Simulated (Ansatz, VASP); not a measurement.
# Ru in VASP and in Ansatz

INCAR

```
PREC = Accurate
ENCUT = 520
EDIFF = 1E-6
ISMEAR = 0
SIGMA = 0.15
LREAL = F
LASPH = T
NELM = 60
ALGO = Fast
ISIF = 2
LWAVE = F
LCHARG = T
GGA = PE
LELF = T
LVHAR = T
NBANDS = 21
```

KPOINTS

```
Automatic mesh
0
Gamma
  24 24 12
```

The input POSCAR:

```
Ru
1.0
    2.9087342843      0.0000000000      0.0000000000
   -1.4543671421      2.1675441389      0.0000000000
    0.0000000000      0.0000000000      4.2819000000
Ru
2
Direct
    0.3333333333      0.6666666667      0.2500000000
    0.6666666667      0.3333333333      0.7500000000
```

Input for Ansatz:

```yaml
crystal:
  lattice:
    - [2.9087342843, 0.0, 0.0]
    - [-1.4543671421, 2.1675441389, 0.0]
    - [0.0, 0.0, 4.2819]
  atoms:
    - { symbol: Ru, position: [0.3333333333, 0.6666666667, 0.25] }
    - { symbol: Ru, position: [0.6666666667, 0.3333333333, 0.75] }
basis:
  ecutwfc: 420
kpoints:
  mp_grid: { grid: [24, 24, 12] }
hamiltonian:
  xc: pbe
scf:
  occupations: { method: gaussian, width: 0.15 }
output:
  forces: true
  stress: true
  eigenvalues: true
```

Change from the starting cell: strain +0.0750 x Voigt [1, -1, 0, 0, 0, 0], atoms carried along.

Alike in both runs: task single point; functional PBE; k mesh 24 × 24 × 12; occupations gaussian, width 0.15 eV; no spin polarisation.

|  | VASP | Ansatz |
| --- | --- | --- |
| version | VASP 6.6.1 | Ansatz 0.2.0 |
| potentials or method | VASP PAW PBE potentials, release 64 (Ru_pv), cutoff 520 eV | scalar-relativistic, plane waves, PAW |
| valence electrons in the cell | 28 | 32 |

|  | VASP | Ansatz | Ansatz less VASP |
| --- | --- | --- | --- |
| gap on the k mesh at the Fermi level (eV) | none | none | - |
| pressure (GPa) | 11.2 | 11.3 | +0.04 |
| traceless stress, the component that is largest in VASP (GPa) | 29.10 | 29.12 | +0.023 |
| rms of the force components (eV/Å) | 0.290 | 0.288 | -0.0014 |

Atom by atom the forces differ by 0.001 eV/Å (rms over components). A gap of «none» marks a metal or a gap that the smearing closes. VASP's potentials hold 28 valence electrons a cell and Ansatz's 32, so a difference there can come from the potentials and not from the codes.
